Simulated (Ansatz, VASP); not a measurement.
Sn3Br in VASP and in Ansatz

```
Sn Br
1.0
     4.69016    0.00000    0.00000
     0.00000    4.69016    0.00000
     0.00000    0.00000    4.64195
Sn Br
3 1
Direct
  0.00000 0.50000 0.50000
  0.50000 0.00000 0.50000
  0.50000 0.50000 0.00000
  0.00000 0.00000 0.00000
```

Alike in both runs: task single point; functional PBE; k mesh 4 × 4 × 4; occupations gaussian, width 0.1 eV; no spin polarisation.

|  | VASP | Ansatz |
| --- | --- | --- |
| version | VASP 6.6.1 | Ansatz 0.2.0 |
| potentials or method | VASP PAW PBE potentials, release 64 (Sn_d, Br), cutoff 520 eV | scalar-relativistic, plane waves, PAW |
| valence electrons in the cell | 49 | 49 |

Ansatz gave:

* gap on the k mesh at the Fermi level (eV): none
* pressure (GPa): 5.4

**Question.** Estimate VASP's values.

**Answer.** gap on the k mesh at the Fermi level (eV): none; pressure (GPa): 5.3.

A gap of «none» marks a metal or a gap that the smearing closes. With one functional, cell and mesh, what is left measures potentials, basis and numerics.
